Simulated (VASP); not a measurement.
# Co (Fm-3m) in VASP: notebook

The runs below take Co through single point, with PBE.

Program: VASP 6.6.1. These are calculated values, not measurements. Logs are shortened: lines on timing, memory, paths and dates and some standing lists are left out, and cuts for length are marked.

## 1. The cell of the first run

The structure is cubic, space group Fm-3m (No. 225). Conventional cell: a = 3.590 Å, b = 3.590 Å, c = 3.590 Å, α = 90.00°, β = 90.00°, γ = 90.00°. Within 3.4 Å of Co (site symmetry m-3m) lie 12 Co at 2.54 Å.

This isn't the form of Co at room conditions, which is hcp.

## 2. Single point, PBE, collinear spin, ferromagnetic start

INCAR reads:

```
SYSTEM = Co
PREC = Accurate ; ENCUT = 520
EDIFF = 1E-6 ; ISMEAR = 0
SIGMA = 0.05 ; LREAL = .False.
LASPH = .True. ; NELM = 150
ALGO = Normal ; ISIF = 2
LWAVE = .False. ; LCHARG = .True.
ISPIN = 2 ; MAGMOM = 3 3
LORBIT = 11 ; LMAXMIX = 4
GGA = PE ; LELF = .True.
LVHAR = .True. ; ISYM = 0
NBANDS = 20
```

KPOINTS reads:

```
regular mesh
0
Gamma
  7 12 10
  0 0 0
```

POSCAR reads:

```
Co
1.0
   -1.7950000000     -3.5900000000     -1.7950000000
   -1.7950000000      0.0000000000     -1.7950000000
    1.7950000000      0.0000000000     -1.7950000000
Co
2
Direct
    0.0000000000      0.0000000000      0.0000000000
    0.5000000000      0.0000000000      0.5000000000
```

Potentials or basis: VASP PAW PBE potentials, release 64 (Co).

Started as:

```
cat potpaw_PBE.64/Co/POTCAR > POTCAR
mpirun -np 1 vasp_std > vasp.out
```

OUTCAR:

```text
SYSTEM = Co
   PREC = Accurate
   ENCUT = 520
   EDIFF = 1E-6
   ISMEAR = 0
   LREAL = .False.
   LASPH = .True.
   NELM = 150
   ISIF = 2
   ISPIN = 2
   LORBIT = 11
   GGA = PE
   ISYM = 0

 ion  position               nearest neighbor table
   1  0.000  0.000  0.000-   2 2.54   2 2.54   2 2.54   2 2.54   2 2.54   2 2.54   2 2.54   2 2.54

   2  0.500  0.000  0.500-   1 2.54   1 2.54   1 2.54   1 2.54   1 2.54   1 2.54   1 2.54   1 2.54

IMPORTANT INFORMATION: All symmetrisations will be switched off!
NOSYMM: (Re-)initialisation of all symmetry stuff for point group C_1.

----------------------------------------------------------------------------------------

                                     Primitive cell

  volume of cell :      23.1341

  direct lattice vectors                    reciprocal lattice vectors
    -1.795000000 -3.590000000 -1.795000000     0.000000000 -0.278551532  0.000000000
    -1.795000000  0.000000000 -1.795000000    -0.278551532  0.278551532 -0.278551532
     1.795000000  0.000000000 -1.795000000     0.278551532  0.000000000 -0.278551532

  length of vectors
     4.396834088  2.538513344  2.538513344     0.278551532  0.482465406  0.393931354

  position of ions in fractional coordinates (direct lattice)
     0.000000000  0.000000000  0.000000000
     0.500000000  0.000000000  0.500000000

  ion indices of the primitive-cell ions
   primitive index   ion index
                 1           1
                 2           2

----------------------------------------------------------------------------------------

 KPOINTS: regular mesh

Automatic generation of k-mesh.
 Grid dimensions read from file:
 generate k-points for:    7   12   10

 Generating k-lattice:

  Cartesian coordinates                     Fractional coordinates (reciprocal lattice)
     0.000000000 -0.039793076  0.000000000     0.142857143  0.000000000  0.000000000
    -0.023212628  0.023212628 -0.023212628     0.000000000  0.083333333  0.000000000
     0.027855153  0.000000000 -0.027855153     0.000000000  0.000000000  0.100000000

  Length of vectors
     0.039793076  0.040205451  0.039393135

  Shift w.r.t. Gamma in fractional coordinates (k-lattice)
     0.000000000  0.000000000  0.000000000

 -----------------------------------------------------------------------------
|                                                                             |
|           W    W    AA    RRRRR   N    N  II  N    N   GGGG   !!!           |
|           W    W   A  A   R    R  NN   N  II  NN   N  G    G  !!!           |
|           W    W  A    A  R    R  N N  N  II  N N  N  G       !!!           |
|           W WW W  AAAAAA  RRRRR   N  N N  II  N  N N  G  GGG   !            |
|           WW  WW  A    A  R   R   N   NN  II  N   NN  G    G                |
|           W    W  A    A  R    R  N    N  II  N    N   GGGG   !!!           |
|                                                                             |
|     Your reciprocal lattice and k-lattice belong to different lattice       |
|     classes:                                                                |
|                                                                             |
|        The reciprocal lattice is simple tetragonal,                         |
|        whereas your k-lattice is simple monoclinic.                         |
|                                                                             |
|     Results are often still useful ...                                      |
|                                                                             |
 -----------------------------------------------------------------------------

 WARNING: IBZKPT: internal override: KBLOWUP is changed to .FALSE.
      ... skipping the blow-up phase ...

 Subroutine IBZKPT returns following result:
 ===========================================

 Found    422 irreducible k-points:

 Following reciprocal coordinates:
            Coordinates               Weight
  0.000000  0.000000  0.000000      1.000000
  0.142857  0.000000  0.000000      2.000000
  0.285714  0.000000  0.000000      2.000000
  0.428571  0.000000  0.000000      2.000000
  0.000000  0.083333  0.000000      2.000000
  0.142857  0.083333  0.000000      2.000000
[... 16 lines left out ...]
 -0.428571  0.250000  0.000000      2.000000
 -0.285714  0.250000  0.000000      2.000000
 [... further k-points ...]
   k-points           NKPTS =    422   k-points in BZ     NKDIM =    422   number of bands    NBANDS=     20
   number of dos      NEDOS =    301   number of ions     NIONS =      2
   total plane-waves  NPLWV =  14400
   dimension x,y,z NGX =    36 NGY =   20 NGZ =   20
   dimension x,y,z NGXF=    72 NGYF=   40 NGZF=   40
   ions per type =               2
   NGX,Y,Z   is equivalent  to a cutoff of  13.61, 13.10, 13.10 a.u.
   NGXF,Y,Z  is equivalent  to a cutoff of  27.22, 26.20, 26.20 a.u.
 SYSTEM =  Co
   PREC   = accura    normal or accurate (medium, high low for compatibility)
   ISTART =      0    job   : 0-new  1-cont  2-samecut
   ICHARG =      2    charge: 1-file 2-atom 10-const
   ISPIN  =      2    spin polarized calculation?
   LNONCOLLINEAR =      F non collinear calculations
   LSORBIT =      F    spin-orbit coupling
   LASPH  =      T    aspherical Exc in radial PAW
   ENCUT  =  520.0 eV  38.22 Ry    6.18 a.u.   8.18  4.72  4.72*2*pi/ulx,y,z
   NELM   =    150;   NELMIN=  2; NELMDL= -5     # of ELM steps
   EDIFF  = 0.1E-05   stopping-criterion for ELM
   LREAL  =      F    real-space projection
   EDIFFG = 0.1E-04   stopping-criterion for IOM
   NSW    =      0    number of steps for IOM
   IBRION =     -1    ionic relax: 0-MD 1-quasi-New 2-CG
   NFREE  =      0    steps in history (QN), initial steepest desc. (CG)
   ISIF   =      2    stress and relaxation
   ISYM   =      0    0-nonsym 1-usesym 2-fastsym
   POTIM  = 0.5000    time-step for ionic-motion
   TEBEG  =    0.0;   TEEND  =   0.0 temperature during run
   PSTRESS=    0.0 pullay stress
   NELECT =      18.0000    total number of electrons
   NUPDOWN=      -1.0000    fix difference up-down
   EMIN   =  10.00;   EMAX   =-10.00  energy-range for DOS
   EFERMI =   0.00;   METHOD = LEGACY
   ISMEAR =     0;   SIGMA  =   0.05  broadening in eV -4-tet -1-fermi 0-gaus
   EFERMI_NEDOS =   21; number of points for ismear=-14 and -15
   IALGO  =     38    algorithm
   IMIX   =      4    mixing-type and parameters
     AMIX     =   0.40;   BMIX     =  1.00
     AMIX_MAG =   1.60;   BMIX_MAG =  1.00
  volume/ion in A,a.u.               =      11.57        78.06
  Fermi-wavevector in a.u.,A,eV,Ry     =   1.505733  2.845422 30.847550  2.267231
  Thomas-Fermi vector in A             =   2.616543
   LORBIT       =     11    0 simple, 1 ext, 2 COOP (PROOUT), +10 PAW based schemes
   GGA     = PE    functional components
   LHFCALC =     F    Hartree Fock is set to
   AEXX    =    0.0000 exact exchange contribution
   IVDW    =     0    specifies the selected vdW correction
   LEPSILON=     F    determine dielectric tensor
   LRPA    =     F    only Hartree local field effects (RPA)
 spin polarized calculation
 Gauss-broadening in eV      SIGMA  =   0.05
  energy-cutoff  :      520.00
  volume of cell :       23.13
 maximum number of plane-waves:       641
 NGX is ok and might be reduce to    36
   NGX = 17   NGY =  9   NGZ =  9

 number of electron      18.0000002 magnetization       3.4135735

 Free energy of the ion-electron system (eV)
  ---------------------------------------------------
  ext. energy  EPLUGINS =         0.00000000
  ---------------------------------------------------
  free energy    TOTEN  =       -13.99001364 eV

  energy without entropy =      -13.98646233  energy(sigma->0) =      -13.98823799

 E-fermi :   9.4919     XC(G=0): -13.0335

 val. band max:        9.4905619651   @ k =  -0.1429  -0.0833   0.2000
 cond. band min:       9.4931731023   @ k =  -0.4286   0.1667   0.2000
 fundamental gap:      0.0026111372
 Fermi energy:         9.4918669705

 spin component 1

 k-point     1 :       0.0000    0.0000    0.0000
  band No.  band energies     occupation
      1       0.8283      1.00000
      2       4.4697      1.00000
      3       5.0732      1.00000
      4       6.8224      1.00000
      5       6.8263      1.00000
      6       6.8266      1.00000
[... 12 lines left out ...]
     19      35.8218      0.00000
     20      35.8221      0.00000

 k-point     2 :       0.1429    0.0000    0.0000
  band No.  band energies     occupation
      1       1.0854      1.00000
      2       4.5106      1.00000
      3       5.1529      1.00000
      4       6.7283      1.00000
      5       6.9015      1.00000
      6       6.9015      1.00000
[... 498 lines left out ...]
 k-point    24 :      -0.2857    0.2500    0.0000
  band No.  band energies     occupation
      1       4.1628      1.00000
      2       4.5493      1.00000
      3       6.3064      1.00000
      4       6.4561      1.00000
      5       6.7137      1.00000
      6       6.7541      1.00000
[... 12 lines left out ...]
     19      31.7496      0.00000
     20      33.0020      0.00000

 [... further k-points ...]

 spin component 2

 k-point     1 :       0.0000    0.0000    0.0000
  band No.  band energies     occupation
      1       0.8412      1.00000
      2       5.7432      1.00000
      3       6.3883      1.00000
      4       8.4417      1.00000
      5       8.4470      1.00000
      6       8.4504      1.00000
[... 12 lines left out ...]
     19      36.0040      0.00000
     20      36.0060      0.00000

 k-point     2 :       0.1429    0.0000    0.0000
  band No.  band energies     occupation
      1       1.0992      1.00000
      2       5.7026      1.00000
      3       6.4802      1.00000
      4       8.3362      1.00000
      5       8.5224      1.00000
      6       8.5279      1.00000
[... 498 lines left out ...]
 k-point    24 :      -0.2857    0.2500    0.0000
  band No.  band energies     occupation
      1       4.4677      1.00000
      2       5.0124      1.00000
      3       7.5556      1.00000
      4       7.6913      1.00000
      5       8.3740      1.00000
      6       8.5077      1.00000
[... 12 lines left out ...]
     19      32.0473      0.00000
     20      33.3526      0.00000

 [... further k-points ...]

------------------------ aborting loop because EDIFF is reached ----------------------------------------

  FORCE on cell =-STRESS in cart. coord.  units (eV):
  Direction    XX          YY          ZZ          XY          YZ          ZX
  --------------------------------------------------------------------------------------
  -------------------------------------------------------------------------------------
  Total       -1.5403099     -1.5942334     -1.5403103     -0.0334989     -0.0335009      0.0181197
  in kB     -106.6756611   -110.4101877   -106.6756844     -2.3199966     -2.3201369      1.2548986
  external PRESSURE =    -107.9205111 kB  Pullay stress =       0.0000000 kB

 VOLUME and BASIS-vectors are now :
 -----------------------------------------------------------------------------
  energy-cutoff  :      520.00
  volume of cell :       23.13
      direct lattice vectors                 reciprocal lattice vectors
    -1.795000000 -3.590000000 -1.795000000     0.000000000 -0.278551532  0.000000000
    -1.795000000  0.000000000 -1.795000000    -0.278551532  0.278551532 -0.278551532
     1.795000000  0.000000000 -1.795000000     0.278551532  0.000000000 -0.278551532

 POSITION                                       TOTAL-FORCE (eV/Angst)
 -----------------------------------------------------------------------------------
      0.00000      0.00000      0.00000         0.000000     -0.000000      0.000001
      0.00000     -1.79500     -1.79500        -0.000000      0.000000     -0.000001
 -----------------------------------------------------------------------------------
    total drift:                               -0.000000      0.000000      0.000001

  FREE ENERGIE OF THE ION-ELECTRON SYSTEM (eV)
  ---------------------------------------------------
  free  energy   TOTEN  =       -13.9900136403 eV

  energy  without entropy=      -13.9864623341  energy(sigma->0) =      -13.98823799

 total charge

# of ion       s       p       d       tot
------------------------------------------
    1        0.465   0.473   7.215   8.153
    2        0.465   0.473   7.215   8.153
--------------------------------------------------
tot          0.931   0.945  14.430  16.306

 magnetization (x)

# of ion       s       p       d       tot
------------------------------------------
    1       -0.011  -0.046   1.792   1.735
    2       -0.011  -0.046   1.792   1.735
--------------------------------------------------
tot         -0.021  -0.093   3.584   3.470
```

Run time: 6.6 min. Hardware: 1 thread of Oxide Virtual Turin-like, shared host; peak memory 0.33 GiB.

Results:

| Property | Result |
| --- | --- |
| Free energy | -13.9900 eV |
| Pressure | -10.8 GPa |
| Net moment | 3.41 μB per cell |
| Site moments | Co +1.74 μB |
| Valence electrons inside the program's atomic spheres | Co 8.15 |

Caveat: the cell stands under tension.

## 3. Single point, PBE, collinear spin

INCAR reads:

```
ALGO = Normal ; EDIFF = 1E-6
ENCUT = 520 ; GGA = PE
ISIF = 2 ; ISMEAR = 0
ISPIN = 2 ; ISYM = 0
LASPH = T ; LCHARG = F
LMAXMIX = 4 ; LORBIT = 11
LREAL = F ; LWAVE = F
MAGMOM = 0.09 0.09 ; NBANDS = 20
NELM = 150 ; PREC = Accurate
SIGMA = 0.05
```

KPOINTS reads:

```
k-points
0
Gamma
  7 12 10
```

POSCAR is that of step 2.

Potentials or basis: VASP PAW PBE potentials, release 64 (Co).

Started as:

```
cat potpaw_PBE.64/Co/POTCAR > POTCAR
mpirun -np 1 vasp_std > vasp.out
```

Wall time 6.9 min (1 thread of Oxide Virtual Turin-like, shared host); peak memory 0.33 GiB.

It converged, with:

- Free energy: -13.4801 eV
- Pressure: -22.7 GPa
- Band gap on the k mesh: zero (filled and empty bands overlap)
- Net moment: 0.00 μB per cell
- Valence electrons inside the program's atomic spheres: Co 8.16

Stress tensor (GPa, compression positive):
```
-22.97   0.12   0.10
  0.12 -22.29   0.12
  0.10   0.12 -22.97
```

Levels at points of the mesh, in eV from the Fermi level:
Spin up:
```
           k point  band 6  band 7  band 8  band 9  band 10  band 11  band 12  band 13
(0.00, 0.00, 0.00)   -1.63   -0.50   -0.49    0.25     0.46     0.46     2.68     9.61
(0.00, 0.50, 0.00)   -1.68    0.02    0.02    0.27     0.27     0.27     0.27     6.29
(0.00, 0.00, 0.50)   -2.08   -0.97   -0.97   -0.52    -0.52     1.73     1.73    11.67
(0.00, 0.50, 0.50)   -2.36   -0.58   -0.58    0.46     0.46     8.00     8.00     8.00
```
Spin down:
```
           k point  band 6  band 7  band 8  band 9  band 10  band 11  band 12  band 13
(0.00, 0.00, 0.00)   -1.63   -0.50   -0.49    0.25     0.46     0.46     2.68     9.61
(0.00, 0.50, 0.00)   -1.68    0.02    0.02    0.27     0.27     0.27     0.27     6.29
(0.00, 0.00, 0.50)   -2.08   -0.97   -0.97   -0.52    -0.52     1.73     1.73    11.67
(0.00, 0.50, 0.50)   -2.36   -0.58   -0.58    0.46     0.46     8.00     8.00     8.00
```

Caveat: the cell stands under tension.
